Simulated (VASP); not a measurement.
# GaP (F-43m) in VASP: notebook, part 2 of 2

VASP 6.6.1.

### 4 Single point, LDA+U

This run uses another cell than the first one, of 18.03 Å³/atom.

INCAR reads:

```
ALGO     = Normal         # electronic algorithm
EDIFF    = 1E-6           # SCF threshold, eV
ENCUT    = 500            # plane-wave cutoff, eV
GGA_COMPAT= F            
ISIF     = 2              # what is computed and relaxed
ISMEAR   = 1              # smearing method
LASPH    = T              # aspherical terms in the spheres
LCHARG   = F              # write CHGCAR
LDAU     = T              # DFT+U
LDAUJ    = 0.8 0        
LDAUL    = 2 -1           # shell
LDAUPRINT= 1            
LDAUTYPE = 1            
LDAUU    = 3.6 0          # U, eV
LREAL    = F              # projectors in reciprocal space
LWAVE    = F              # write WAVECAR
NBANDS   = 16             # bands
NELM     = 200            # most SCF steps
PREC     = Accurate       # precision mode
SIGMA    = 0.115          # smearing width, eV
```

KPOINTS reads:

```
k-points
0
Gamma
  2 2 2
```

POSCAR reads:

```
GaP
1.0
    0.0000000000      2.6219595062      2.6219595062
    2.6219595062      0.0000000000      2.6219595062
    2.6219595062      2.6219595062      0.0000000000
Ga P
1 1
Direct
    0.0000000000      0.0000000000      0.0000000000
    0.2500000000      0.2500000000      0.2500000000
```

Potentials or basis: VASP PAW LDA potentials, release 64 (Ga_d, P).

Started as:

```sh
$ cat potpaw_LDA.64/Ga_d/POTCAR potpaw_LDA.64/P/POTCAR > POTCAR
$ mpirun -np 1 vasp_std > vasp.out
```

It took 1.7 s on 1 thread of AMD EPYC 9R45 (Zen 5), shared host; peak memory 0.1 GiB.

Results (log left out):

```
Free energy            : -7.9430 eV
Pressure               : 16.3 GPa
Band gap on the k mesh : 0.93 eV (least direct gap 2.66 eV)
```

Levels at points of the mesh, in eV from the valence-band top:
```csv
k point,band 5,band 6,band 7,band 8,band 9,band 10,band 11,band 12,band 13,band 14
"(0.00, 0.00, 0.00)",-16.38,-13.41,0.00,0.00,0.00,2.66,3.60,3.60,3.60,8.83
"(0.50, 0.00, 0.00)",-16.38,-10.93,-7.49,-1.29,-1.29,1.76,4.33,4.33,7.96,11.56
"(0.50, 0.50, 0.00)",-16.35,-9.80,-7.51,-3.13,-3.13,0.93,1.30,11.31,11.31,12.19
```

Eigenvalues of the final occupation matrices:
```
    site  spin  trace               eigenvalues
site 1 d     1   5.05  1.00 1.00 1.02 1.02 1.02
site 1 d     2   5.05  1.00 1.00 1.02 1.02 1.02
```

Caveat: the k points lie up to 1.04 Å⁻¹ apart; the U is typed as a test and isn't derived for this compound. A k mesh can miss the band edges.

### 5 Single point, PBE

INCAR reads:

```
SYSTEM = GaP
PREC = Accurate
ENCUT = 500
EDIFF = 1E-6
ISMEAR = 0
SIGMA = 0.1
LREAL = .False.
LASPH = .True.
NELM = 120
ALGO = Normal
ISIF = 2
LWAVE = .False.
LCHARG = .False.
GGA = PE
NBANDS = 16
GGA_COMPAT = .False.
```

KPOINTS reads:

```
Automatic mesh
0
Gamma
  4 4 4
  0 0 0
```

POSCAR reads:

```
GaP
1.0
    0.0000000000      2.7258124945      2.7258124945
    2.7258124945      0.0000000000      2.7258124945
    2.7258124945      2.7258124945      0.0000000000
Ga P
1 1
Direct
    0.5880000000      0.7020000000      0.1740000000
    0.8380000000      0.9520000000      0.4240000000
```

Potentials or basis: VASP PAW PBE potentials, release 64 (Ga_d, P).

Started as:

```sh
$ cat potpaw_PBE.64/Ga_d/POTCAR potpaw_PBE.64/P/POTCAR > POTCAR
$ mpirun -np 1 vasp_std > vasp.out
```

OUTCAR:

```text
SYSTEM = GaP
   PREC = Accurate
   ENCUT = 500
   EDIFF = 1E-6
   ISMEAR = 0
   LREAL = .False.
   LASPH = .True.
   NELM = 120
   ISIF = 2
   GGA = PE

 ion  position               nearest neighbor table
   1  0.588  0.702  0.174-   2 2.36   2 2.36   2 2.36   2 2.36
   2  0.838  0.952  0.424-   1 2.36   1 2.36   1 2.36   1 2.36

  LATTYP: Found a face centered cubic cell.
 ALAT       =     5.4516249890

  Lattice vectors:

 A1 = (   0.0000000000,   2.7258124945,   2.7258124945)
 A2 = (   2.7258124945,   0.0000000000,   2.7258124945)
 A3 = (   2.7258124945,   2.7258124945,   0.0000000000)

Analysis of symmetry for initial positions (statically):
=====================================================================
 Subroutine PRICEL returns:
 Original cell was already a primitive cell.

 Routine SETGRP: Setting up the symmetry group for a
 face centered cubic supercell.

 Subroutine GETGRP returns: Found 24 space group operations
 (whereof  1 operations were pure point group operations)
 out of a pool of 48 trial point group operations.

The static configuration has the point symmetry C_1 .
[... 144 lines left out ...]
  energy without entropy =       -8.97641422  energy(sigma->0) =       -8.97641422

 E-fermi :   5.1433     XC(G=0):  -9.8079

 val. band max:        4.6925027438   @ k =   0.0000   0.0000   0.0000
 cond. band min:       6.3224049941   @ k =   0.5000   0.5000   0.0000
 fundamental gap:      1.6299022503
 Fermi energy:         5.1433204472

 k-point     1 :       0.0000    0.0000    0.0000
  band No.  band energies     occupation
      1      -9.9045      2.00000
      2      -9.9045      2.00000
      3      -9.9045      2.00000
      4      -9.8063      2.00000
      5      -9.8063      2.00000
      6      -7.8030      2.00000
[... 129 lines left out ...]
      3      -9.8452      2.00000
      4      -9.8214      2.00000
      5      -9.7976      2.00000
      6      -4.7360      2.00000
[... 8 lines left out ...]
     15      16.5738      0.00000
     16      18.4227      0.00000

------------------------ aborting loop because EDIFF is reached ----------------------------------------

  FORCE on cell =-STRESS in cart. coord.  units (eV):
  Direction    XX          YY          ZZ          XY          YZ          ZX
  --------------------------------------------------------------------------------------
  -------------------------------------------------------------------------------------
  Total        0.7033184      0.7033184      0.7033184     -0.0000000     -0.0000000     -0.0000000
  in kB       27.8191996     27.8191996     27.8191996     -0.0000000     -0.0000000     -0.0000000
  external PRESSURE =      27.8191996 kB  Pullay stress =       0.0000000 kB

 VOLUME and BASIS-vectors are now :
 -----------------------------------------------------------------------------
  energy-cutoff  :      500.00
  volume of cell :       40.51
      direct lattice vectors                 reciprocal lattice vectors
     0.000000000  2.725812494  2.725812494    -0.183431546  0.183431546  0.183431546
     2.725812494  0.000000000  2.725812494     0.183431546 -0.183431546  0.183431546
     2.725812494  2.725812494  0.000000000     0.183431546  0.183431546 -0.183431546

 POSITION                                       TOTAL-FORCE (eV/Angst)
 -----------------------------------------------------------------------------------
      2.38781      2.07707      3.51630        -0.000000     -0.000000     -0.000000
      3.75072      3.43998      4.87920         0.000000      0.000000      0.000000
 -----------------------------------------------------------------------------------
    total drift:                               -0.000003      0.000008      0.000009

  FREE ENERGIE OF THE ION-ELECTRON SYSTEM (eV)
  ---------------------------------------------------
  free  energy   TOTEN  =        -8.9764142155 eV

  energy  without entropy=       -8.9764142155  energy(sigma->0) =       -8.97641422
```

OSZICAR:

```text
N       E                     dE             d eps       ncg     rms          rms(c)
DAV:   1     0.908902504017E+02    0.90890E+02   -0.89573E+03   256   0.162E+03
DAV:   2    -0.200826595906E+01   -0.92899E+02   -0.88764E+02   288   0.333E+02
DAV:   3    -0.915272379169E+01   -0.71445E+01   -0.71203E+01   320   0.698E+01
DAV:   4    -0.927216658013E+01   -0.11944E+00   -0.11942E+00   304   0.997E+00
DAV:   5    -0.927438626897E+01   -0.22197E-02   -0.22196E-02   336   0.121E+00    0.428E+00
DAV:   6    -0.900515042726E+01    0.26924E+00   -0.39931E-01   392   0.108E+01    0.285E+00
DAV:   7    -0.897476753990E+01    0.30383E-01   -0.10664E-01   336   0.217E+00    0.115E+00
DAV:   8    -0.897571569076E+01   -0.94815E-03   -0.15675E-02   280   0.151E+00    0.203E-01
DAV:   9    -0.897624002496E+01   -0.52433E-03   -0.15689E-03   312   0.565E-01    0.844E-02
DAV:  10    -0.897632803986E+01   -0.88015E-04   -0.13138E-04   336   0.119E-01    0.418E-02
DAV:  11    -0.897641464171E+01   -0.86602E-04   -0.11835E-04   304   0.927E-02    0.536E-03
DAV:  12    -0.897641421549E+01    0.42622E-06   -0.34536E-06   288   0.243E-02
   1 F= -.89764142E+01 E0= -.89764142E+01  d E =-.394344E-11
```

It took 3.6 s on 1 thread of AMD EPYC 9R45 (Zen 5), shared host; peak memory 0.12 GiB.

What came out:

```
Free energy            : -8.9764 eV
Pressure               : 2.8 GPa
Band gap on the k mesh : 1.63 eV (least direct gap 1.81 eV)
```

Caveat: the k points lie up to 0.50 Å⁻¹ apart. A k mesh can miss the band edges.

### 6 Summary

| level | potentials or basis | U | cell | k mesh | smearing | LDAUTYPE | hund's J | gap on the mesh (eV) | pressure (GPa) |
| --- | --- | --- | --- | --- | --- | --- | --- | --- | --- |
| PBEsol+D4 | VASP PAW PBE potentials, release 64 (Ga_d, P) | - | a = 3.855 Å, angles 60.0°, 2 atoms | 2 × 2 × 2 | gaussian 0.1 eV | - | - | 1.29 | 4.5 |
| PBE | VASP PAW PBE potentials, release 64 (Ga_d, P) | - | a = 3.498 Å, angles 60.0°, 2 atoms | 4 × 4 × 4 | methfessel-paxton 0.1 eV | - | - | 0.85 | 50.7 |
| LDA+U | VASP PAW LDA potentials, release 64 (Ga_d, P) | Ga d U = 3.6 eV, J = 0.8 eV | a = 3.708 Å, angles 60.0°, 2 atoms | 2 × 2 × 2 | methfessel-paxton 0.115 eV | 1 | 0.8 | 0.93 | 16.3 |
| PBE | VASP PAW PBE potentials, release 64 (Ga_d, P) | - | a = 3.855 Å, angles 60.0°, 2 atoms | 4 × 4 × 4 | gaussian 0.1 eV | - | - | 1.63 | 2.8 |

Alike in all rows: task single point; no spin polarisation; cutoff (eV) 500.

Caveats: all runs use coarse meshes; the PAW data sets were made with another functional, which shifts forces and pressure a little (at least some runs); the U is typed as a test and isn't derived for this compound (at least some runs).

Absolute energies hang on the potentials; compare differences alone.
